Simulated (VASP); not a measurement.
# Sb (Cmmm) in VASP: notebook

The runs below take Sb through single point, relaxation of cell and atoms, with PBE.

Program: VASP 6.6.1. These are calculated values, not measurements. Logs are shortened: lines on timing, memory, paths and dates and some standing lists are left out, and cuts for length are marked.

**1. The cell of the first run**

The structure is orthorhombic, space group Cmmm (No. 65). The conventional cell has a = 3.814 Å, b = 5.210 Å, c = 3.550 Å, α = 90.00°, β = 90.00°, γ = 90.00°. Within 4.2 Å of Sb (site symmetry mmm) lie 8 Sb at 3.23 to 3.81 Å.

**2. Single point, PBE**

Contents of INCAR:

```
ALGO = Normal ; EDIFF = 1E-6
ENCUT = 520 ; GGA = PE
ISIF = 2 ; ISMEAR = 0
LASPH = True ; LCHARG = False
LREAL = False ; LWAVE = False
NBANDS = 8 ; NELM = 60
PREC = Accurate ; SIGMA = 0.1
```

Contents of KPOINTS:

```
k-points
0
Gamma
  6 6 6
```

Contents of POSCAR:

```
Sb
1.0
    1.9071387700     -2.6051031300      0.0000000000
    1.9071387700      2.6051031300      0.0000000000
    0.0000000000      0.0000000000      3.5497608000
Sb
1
Direct
    0.0000000000      0.0000000000      0.5000000000
```

Potentials or basis: VASP PAW PBE potentials, release 64 (Sb).

The run is started by

```console
$ cat potpaw_PBE.64/Sb/POTCAR > POTCAR
$ mpirun -np 1 vasp_std > vasp.out
```

OUTCAR:

```text
EDIFF = 1E-6
   ENCUT = 520
   GGA = PE
   ISIF = 2
   ISMEAR = 0
   LASPH = True
   LREAL = False
   NELM = 60
   PREC = Accurate

 ion  position               nearest neighbor table
   1  0.000  0.000  0.500-

  LATTYP: Found a base centered orthorhombic cell.
 ALAT       =     3.8142775400
 B/A-ratio  =     1.3659746060
 C/A-ratio  =     0.9306508933

  Lattice vectors:

 A1 = (   1.9071387700,  -2.6051031300,   0.0000000000)
 A2 = (   1.9071387700,   2.6051031300,   0.0000000000)
 A3 = (   0.0000000000,   0.0000000000,   3.5497608000)

Analysis of symmetry for initial positions (statically):
=====================================================================
 Subroutine PRICEL returns:
 Original cell was already a primitive cell.

 Routine SETGRP: Setting up the symmetry group for a
 base centered orthorhombic supercell.

 Subroutine GETGRP returns: Found  8 space group operations
 (whereof  8 operations were pure point group operations)
 out of a pool of  8 trial point group operations.

The static configuration has the point symmetry D_2h.

Analysis of symmetry for dynamics (positions and initial velocities):
=====================================================================
 Subroutine PRICEL returns:
 Original cell was already a primitive cell.

 Routine SETGRP: Setting up the symmetry group for a
 base centered orthorhombic supercell.

 Subroutine GETGRP returns: Found  8 space group operations
 (whereof  8 operations were pure point group operations)
 out of a pool of  8 trial point group operations.

The dynamic configuration has the point symmetry D_2h.

 Subroutine INISYM returns: Found  8 space group operations
 (whereof  8 operations are pure point group operations),
 and found     1 'primitive' translations

----------------------------------------------------------------------------------------

                                     Primitive cell

  volume of cell :      35.2725

  direct lattice vectors                    reciprocal lattice vectors
     1.907138770 -2.605103130  0.000000000     0.262172846 -0.191930981  0.000000000
     1.907138770  2.605103130  0.000000000     0.262172846  0.191930981  0.000000000
     0.000000000  0.000000000  3.549760800     0.000000000  0.000000000  0.281709122

  length of vectors
     3.228581826  3.228581826  3.549760800     0.324918610  0.324918610  0.281709122

  position of ions in fractional coordinates (direct lattice)
     0.000000000  0.000000000  0.500000000

  ion indices of the primitive-cell ions
   primitive index   ion index
                 1           1

----------------------------------------------------------------------------------------

 KPOINTS: k-points

Automatic generation of k-mesh.
 Grid dimensions read from file:
 generate k-points for:    6    6    6

 Generating k-lattice:

  Cartesian coordinates                     Fractional coordinates (reciprocal lattice)
     0.043695474 -0.031988497  0.000000000     0.166666667 -0.000000000  0.000000000
     0.043695474  0.031988497  0.000000000    -0.000000000  0.166666667  0.000000000
     0.000000000  0.000000000  0.046951520     0.000000000  0.000000000  0.166666667

  Length of vectors
     0.054153102  0.054153102  0.046951520

  Shift w.r.t. Gamma in fractional coordinates (k-lattice)
     0.000000000  0.000000000  0.000000000

 Subroutine IBZKPT returns following result:
 ===========================================

 Found     52 irreducible k-points:

 Following reciprocal coordinates:
            Coordinates               Weight
  0.000000  0.000000  0.000000      1.000000
  0.166667 -0.000000  0.000000      4.000000
  0.333333 -0.000000  0.000000      4.000000
  0.500000 -0.000000  0.000000      2.000000
  0.166667  0.166667  0.000000      2.000000
  0.333333  0.166667  0.000000      4.000000
[... 16 lines left out ...]
  0.333333  0.333333  0.166667      4.000000
  0.500000  0.333333  0.166667      8.000000
 [... further k-points ...]
   k-points           NKPTS =     52   k-points in BZ     NKDIM =     52   number of bands    NBANDS=      8
   number of dos      NEDOS =    301   number of ions     NIONS =      1
   total plane-waves  NPLWV =  16128
   dimension x,y,z NGX =    24 NGY =   24 NGZ =   28
   dimension x,y,z NGXF=    48 NGYF=   48 NGZF=   56
   ions per type =               1
   NGX,Y,Z   is equivalent  to a cutoff of  12.36, 12.36, 13.11 a.u.
   NGXF,Y,Z  is equivalent  to a cutoff of  24.72, 24.72, 26.23 a.u.
 SYSTEM =  unknown system
   PREC   = accura    normal or accurate (medium, high low for compatibility)
   ISTART =      0    job   : 0-new  1-cont  2-samecut
   ICHARG =      2    charge: 1-file 2-atom 10-const
   ISPIN  =      1    spin polarized calculation?
   LNONCOLLINEAR =      F non collinear calculations
   LSORBIT =      F    spin-orbit coupling
   LASPH  =      T    aspherical Exc in radial PAW
   ENCUT  =  520.0 eV  38.22 Ry    6.18 a.u.   6.00  6.00  6.60*2*pi/ulx,y,z
   NELM   =     60;   NELMIN=  2; NELMDL= -5     # of ELM steps
   EDIFF  = 0.1E-05   stopping-criterion for ELM
   LREAL  =      F    real-space projection
   EDIFFG = 0.1E-04   stopping-criterion for IOM
   NSW    =      0    number of steps for IOM
   IBRION =     -1    ionic relax: 0-MD 1-quasi-New 2-CG
   NFREE  =      0    steps in history (QN), initial steepest desc. (CG)
   ISIF   =      2    stress and relaxation
   ISYM   =      2    0-nonsym 1-usesym 2-fastsym
   POTIM  = 0.5000    time-step for ionic-motion
   TEBEG  =    0.0;   TEEND  =   0.0 temperature during run
   PSTRESS=    0.0 pullay stress
   NELECT =       5.0000    total number of electrons
   NUPDOWN=      -1.0000    fix difference up-down
   EMIN   =  10.00;   EMAX   =-10.00  energy-range for DOS
   EFERMI =   0.00;   METHOD = LEGACY
   ISMEAR =     0;   SIGMA  =   0.10  broadening in eV -4-tet -1-fermi 0-gaus
   EFERMI_NEDOS =   21; number of points for ismear=-14 and -15
   IALGO  =     38    algorithm
   IMIX   =      4    mixing-type and parameters
     AMIX     =   0.40;   BMIX     =  1.00
     AMIX_MAG =   1.60;   BMIX_MAG =  1.00
  volume/ion in A,a.u.               =      35.27       238.03
  Fermi-wavevector in a.u.,A,eV,Ry     =   0.853597  1.613064  9.913577  0.728627
  Thomas-Fermi vector in A             =   1.970064
   LORBIT       =      0    0 simple, 1 ext, 2 COOP (PROOUT), +10 PAW based schemes
   GGA     = PE    functional components
   LHFCALC =     F    Hartree Fock is set to
   AEXX    =    0.0000 exact exchange contribution
   IVDW    =     0    specifies the selected vdW correction
   LEPSILON=     F    determine dielectric tensor
   LRPA    =     F    only Hartree local field effects (RPA)
 non-spin polarized calculation
 Gauss-broadening in eV      SIGMA  =   0.10
  energy-cutoff  :      520.00
  volume of cell :       35.27
 maximum number of plane-waves:       967
   NGX = 11   NGY = 11   NGZ = 13

 number of electron       4.9999999 magnetization

 Free energy of the ion-electron system (eV)
  ---------------------------------------------------
  ext. energy  EPLUGINS =         0.00000000
  ---------------------------------------------------
  free energy    TOTEN  =        -3.85107824 eV

  energy without entropy =       -3.84872990  energy(sigma->0) =       -3.84990407

 E-fermi :   5.2182     XC(G=0):  -8.9503

 val. band max:        5.1411008711   @ k =   0.5000   0.3333   0.5000
 cond. band min:       5.2547865440   @ k =   0.1667   0.1667   0.1667
 fundamental gap:      0.1136856729
 Fermi energy:         5.2181925034

 k-point     1 :       0.0000    0.0000    0.0000
  band No.  band energies     occupation
      1      -6.0700      2.00000
      2       6.3874      0.00000
      3       8.7935      0.00000
      4       9.9073      0.00000
      5      10.5592      0.00000
      6      13.4750      0.00000
      7      13.8000      0.00000
      8      18.3582      0.00000

 k-point     2 :       0.1667   -0.0000    0.0000
  band No.  band energies     occupation
      1      -5.6696      2.00000
      2       6.1311      0.00000
      3       6.7632      0.00000
      4       9.2257      0.00000
      5      10.9429      0.00000
      6      14.0886      0.00000
      7      16.0309      0.00000
      8      17.6445      0.00000

 k-point     3 :       0.3333   -0.0000    0.0000
  band No.  band energies     occupation
      1      -4.5679      2.00000
      2       2.4676      2.00000
      3       7.7088      0.00000
      4       8.9275      0.00000
      5      12.0494      0.00000
      6      13.4822      0.00000
      7      15.8933      0.00000
      8      16.6007      0.00000

 k-point     4 :       0.5000   -0.0000    0.0000
  band No.  band energies     occupation
      1      -3.6315      2.00000
      2       0.6254      2.00000
      3       8.3651      0.00000
      4       8.8410      0.00000
      5      12.7242      0.00000
      6      13.7974      0.00000
      7      14.5511      0.00000
      8      14.6286      0.00000

 k-point     5 :       0.1667    0.1667    0.0000
  band No.  band energies     occupation
      1      -5.0698      2.00000
      2       5.0536      1.98003
      3       5.9349      0.00000
      4       7.3054      0.00000
      5      11.5560      0.00000
      6      17.4217      0.00000
      7      17.8172      0.00000
      8      18.0822      0.00000
[... 177 lines left out ...]
 k-point    22 :      -0.1667    0.1667    0.1667
  band No.  band energies     occupation
      1      -5.2552      2.00000
      2       4.9275      1.99996
      3       7.3638      0.00000
      4       7.7688      0.00000
      5      13.2335      0.00000
      6      13.7388      0.00000
      7      16.1325      0.00000
      8      16.6453      0.00000

 k-point    23 :       0.3333    0.3333    0.1667
  band No.  band energies     occupation
      1      -2.5621      2.00000
      2       2.6339      2.00000
      3       2.9817      2.00000
      4       7.3274      0.00000
      5      12.9383      0.00000
      6      13.2712      0.00000
      7      15.1504      0.00000
      8      16.9823      0.00000

 k-point    24 :       0.5000    0.3333    0.1667
  band No.  band energies     occupation
      1      -2.4454      2.00000
      2       2.1194      2.00000
      3       4.3004      2.00000
      4       7.4035      0.00000
      5      11.4513      0.00000
      6      12.7485      0.00000
      7      14.6960      0.00000
      8      16.9135      0.00000

 [... further k-points ...]
[... 5 lines left out ...]
  --------------------------------------------------------------------------------------
  -------------------------------------------------------------------------------------
  Total       -0.5146545     -1.3970139     -1.7758857     -0.0000000      0.0000000      0.0000000
  in kB      -23.3770667    -63.4563394    -80.6657713     -0.0000000      0.0000000      0.0000000
  external PRESSURE =     -55.8330591 kB  Pullay stress =       0.0000000 kB

 VOLUME and BASIS-vectors are now :
 -----------------------------------------------------------------------------
  energy-cutoff  :      520.00
  volume of cell :       35.27
      direct lattice vectors                 reciprocal lattice vectors
     1.907138770 -2.605103130  0.000000000     0.262172846 -0.191930981  0.000000000
     1.907138770  2.605103130  0.000000000     0.262172846  0.191930981  0.000000000
     0.000000000  0.000000000  3.549760800     0.000000000  0.000000000  0.281709122

 POSITION                                       TOTAL-FORCE (eV/Angst)
 -----------------------------------------------------------------------------------
      0.00000      0.00000      1.77488         0.000000      0.000000      0.000000
 -----------------------------------------------------------------------------------
    total drift:                                0.000000      0.000000     -0.000000

  FREE ENERGIE OF THE ION-ELECTRON SYSTEM (eV)
  ---------------------------------------------------
  free  energy   TOTEN  =        -3.8510782426 eV

  energy  without entropy=       -3.8487299041  energy(sigma->0) =       -3.84990407
```

Run time: 3.5 s. Hardware: 1 thread of Intel Xeon 6975P-C (Granite Rapids), shared host; peak memory 0.14 GiB.

What came out:

```
Free energy : -3.8511 eV
Pressure    : -5.6 GPa
```

Caveat: spin-orbit coupling is left out, which moves the levels of the heavy elements.

**3. Relaxation of cell and atoms, PBE**

Contents of INCAR:

```
  ALGO = Normal
  EDIFF = 1E-7
  EDIFFG = -0.04
  ENCUT = 600
  GGA = PE
  IBRION = 2
  ISIF = 3
  ISMEAR = 0
  LASPH = True
  LCHARG = False
  LREAL = False
  LWAVE = False
  NELM = 100
  NSW = 90
  PREC = Accurate
  SIGMA = 0.1
```

KPOINTS is that of step 2.

POSCAR is that of step 2.

Potentials or basis: VASP PAW PBE potentials, release 64 (Sb).

The run is started by

```console
$ cat potpaw_PBE.64/Sb/POTCAR > POTCAR
$ mpirun -np 1 vasp_std > vasp.out
```

It took 40 s on 1 thread of Intel Xeon 6975P-C (Granite Rapids), shared host; peak memory 0.17 GiB.

Results (log left out):

```
Free energy                            : -4.1199 eV
Relaxed volume                         : 30.56 Å³/atom
Relaxed cell                           : a = 3.126 Å, b = 3.126 Å, c = 3.127 Å, α = 90.00°, β = 90.00°, γ = 90.20°
Space group after relaxing (to 0.05 Å) : Pm-3m (No. 221)
Energy gained by relaxing              : 268.8 meV/atom
Ionic steps                            : 14
Pressure after relaxing                : 0.0 GPa
```

The path:
| step | energy change (eV) | largest force (eV/Å) | pressure (GPa) | volume (Å³) |
| --- | --- | --- | --- | --- |
| 1 | 0.0000 | 0.0000 | -5.59 | 35.27 |
| 2 | -0.1481 | 0.0000 | 1.62 | 29.33 |
| 3 | -0.1481 | 0.0000 | 1.62 | 29.32 |
| 4 | -0.2027 | 0.0000 | 3.01 | 28.84 |
| 5 | -0.2061 | 0.0000 | 4.69 | 28.13 |
| 6 | -0.2176 | 0.0000 | 3.95 | 28.48 |
| 7 | -0.2471 | 0.0000 | -1.63 | 31.61 |
| 8 | -0.2510 | 0.0000 | -0.37 | 30.76 |
| 9 | -0.2627 | 0.0000 | -1.13 | 31.23 |
| 10 | -0.2631 | 0.0000 | -1.20 | 31.30 |
| 11 | -0.2680 | 0.0000 | 0.33 | 30.26 |
| 12 | -0.2681 | 0.0000 | 0.20 | 30.35 |
| 13 | -0.2685 | 0.0000 | 0.11 | 30.43 |
| 14 | -0.2688 | 0.0000 | -0.04 | 30.56 |

Final structure:
```yaml
crystal:
  lattice:
    - [2.20655, -2.21417, 0.00000]
    - [2.20655, 2.21417, 0.00000]
    - [0.00000, 0.00000, 3.12709]
  atoms:
    - { symbol: Sb, position: [0.00000, 0.00000, 0.50000] }
```

Levels at points of the mesh, in eV from the Fermi level:
```tsv
k point	band 1	band 2	band 3	band 4	band 5	band 6
(0.00, 0.00, 0.00)	-12.44	2.97	2.97	2.98	6.66	6.66
(0.50, 0.00, 0.00)	-10.10	-5.65	4.90	4.91	8.70	10.30
(0.50, 0.50, 0.00)	-7.63	-3.68	-3.64	2.03	6.85	12.42
(0.00, 0.00, 0.50)	-10.10	-5.65	4.90	4.91	8.70	10.31
(0.50, 0.00, 0.50)	-7.63	-3.67	-3.66	2.03	6.86	12.42
(0.50, 0.50, 0.50)	-4.89	-1.82	-1.80	-1.79	4.61	4.63
```

Caveat: spin-orbit coupling is left out, which moves the levels of the heavy elements.
